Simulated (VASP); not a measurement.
Cs2SnW3:

```
Cs Sn W
1.0
     5.21627    0.00000    0.00000
    -2.60813    4.51742    0.00000
     0.00000    0.00000    9.23158
Cs Sn W
2 1 3
Cartesian
  0.0000 0.0000 7.5059
  0.0000 0.0000 1.7256
  0.0000 0.0000 4.6158
  2.6081 0.0000 4.6158
  -1.3041 2.2587 4.6158
  1.3041 2.2587 4.6158
```

The cell was generated, and may not be a known phase.

- Program: VASP 6.6.1
- Task: relaxation of cell and atoms
- Functional: PBE
- Potentials or basis: VASP PAW PBE potentials, release 64 (Cs_sv, Sn_d, W_sv)
- Cutoff: 600 eV
- k mesh: 4 × 4 × 2
- Occupations: gaussian, width 0.2 eV
- Spin: no spin polarisation

At the start: pressure 12.2 GPa; volume 36.26 Å³/atom.

**Question.** How do energy, volume and symmetry change on relaxing?

**Answer.** Over 21 steps the energy falls by 354.4 meV/atom and the volume is 52.79 Å³/atom (+45.6 %); space group P6/mmm (No. 191, to 0.1 Å) before and after.

The path:
```tsv
step	energy change (eV)	largest force (eV/Å)	pressure (GPa)	volume (Å³)
1	0.0000	2.0713	12.24	217.53
2	0.0422	0.4737	-6.98	316.82
3	-1.4389	0.3706	-0.86	259.81
4	-1.4408	0.4040	-0.60	258.46
5	-1.8979	0.2170	1.11	265.90
6	-1.9021	0.2944	1.58	267.15
7	-1.9429	0.4580	-0.89	286.35
8	-1.9547	0.4117	-0.15	279.92
9	-1.9724	0.3985	-0.01	281.82
10	-1.9960	0.3829	0.29	285.56
11	-2.0016	0.3718	0.90	292.89
12	-2.0064	0.3742	0.63	289.72
13	-2.0131	0.3706	0.50	291.15
14	-2.0290	0.3631	0.14	295.47
15	-2.0422	0.3509	-0.54	304.19
16	-2.0506	0.3357	-0.48	304.71
17	-2.0728	0.2873	-0.32	306.26
18	-2.1032	0.1929	0.03	309.32
19	-2.1113	0.0029	0.77	315.35
20	-2.1166	0.0775	0.47	312.98
21	-2.1267	0.0339	0.05	316.77
```

Final structure:
```xyz
6
Lattice="5.3951 0.0000 0.0000 -2.6976 4.6723 0.0000 0.0000 0.0000 12.5662" Properties=species:S:1:pos:R:3 pbc="T T T"
Cs   -2.6976    4.6723    9.8063
Cs    5.3951    0.0000    2.7599
Sn    5.3951    0.0000    6.2831
W     2.6976    0.0000    6.2831
W     4.0464    2.3362    6.2831
W     1.3488    2.3362    6.2831
```

Caveat: the volume moved by over 15 % at a fixed basis, so the end points are rough; the relaxation stopped at a loose force limit of 0.08 eV/Å, so its end isn't a converged minimum.
